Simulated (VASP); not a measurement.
Wanted: the native input for a VASP 6.6.1 run.

```yaml
Task: single point
Functional: BLYP
Potentials_or_basis: VASP PAW PBE potentials, release 64 (Mo_sv)
Cutoff: 520 eV
k_mesh: 9 × 9 × 8
Occupations: fermi-dirac, width 0.05 eV
Spin: no spin polarisation
Dipole_correction: no
Further_INCAR_settings: ALGO = Normal; EDIFF = 1e-06; NBANDS = 13
```

The structure of Mo lies in POSCAR:

```
Mo
1.0
    2.7355100000      0.0000000000      0.0000000000
   -1.3677550000      2.3690210000      0.0000000000
    0.0000000000      0.0000000000      2.5551810000
Mo
1
Direct
    0.0000000000      0.0000000000      0.5000000000
```

These files were run (other wordings do the same):

INCAR

```
SYSTEM = Mo
PREC = Accurate
ENCUT = 520
EDIFF = 1E-6
ISMEAR = -1
SIGMA = 0.05
LREAL = .False.
LASPH = .True.
NELM = 80
ALGO = Normal
ISIF = 2
LWAVE = .False.
LCHARG = .True.
GGA = B5
ALDAX = 1.0
AGGAX = 1.0
AGGAC = 1.0
ALDAC = 0.0
LELF = .True.
LVHAR = .True.
NBANDS = 13
```

KPOINTS

```
regular mesh
0
Gamma
  9 9 8
  0 0 0
```

Potentials or basis: VASP PAW PBE potentials, release 64 (Mo_sv).

Launch:

```console
$ cat potpaw_PBE.64/Mo_sv/POTCAR > POTCAR
$ mpirun -np 1 vasp_std > vasp.out
```

It gave:

```json
{
  "Pressure": "13.8 GPa",
  "Band gap on the k mesh": "zero (band 7 reaches 13.13 eV, above the bottom of band 8 at 11.20 eV)"
}
```

Caveat: the PAW data sets were made with another functional, which shifts forces and pressure a little.

Wall time 6.1 s on 1 thread of Intel(R) Xeon(R) 6975P-C (Granite Rapids) (shared host), peak memory 0.12 GiB.
